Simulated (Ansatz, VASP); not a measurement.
# PbSe: VASP beside Ansatz

```
Pb Se
1.0
     0.07314    3.10748    3.10748
     3.10748    0.07314    3.10748
     3.10748    3.10748    0.07314
Pb Se
1 1
Direct
  0.00000 0.00000 0.00000
  0.50000 0.50000 0.50000
```

Change from the starting cell: epitaxial_111 strain -1.8%.

Alike in both runs: task single point; functional r2SCAN; k mesh 8 × 8 × 8; occupations fermi-dirac, width 0.02 eV; no spin polarisation.

|  | VASP | Ansatz |
| --- | --- | --- |
| version | VASP 6.6.1 | Ansatz 0.2.0 |
| potentials or method | VASP PAW PBE potentials, release 64 (Pb_d, Se) | plane waves, PAW |
| plane-wave cutoff (eV) | 520 | 500 |
| valence electrons in the cell | 20 | 30 |

|  | VASP | Ansatz | Ansatz less VASP |
| --- | --- | --- | --- |
| pressure (GPa) | 0.9 | 0.9 | -0.01 |
| traceless stress, the component that is largest in VASP (GPa) | -0.45 | -0.45 | 0.000 |

VASP's potentials were made for PBE, not for r2SCAN. The functional is the same, so the differences come from potentials, cutoffs and numerics. VASP's potentials hold 20 valence electrons a cell and Ansatz's 30, so a difference there can come from the potentials and not from the codes.

Spin-orbit coupling is off throughout.
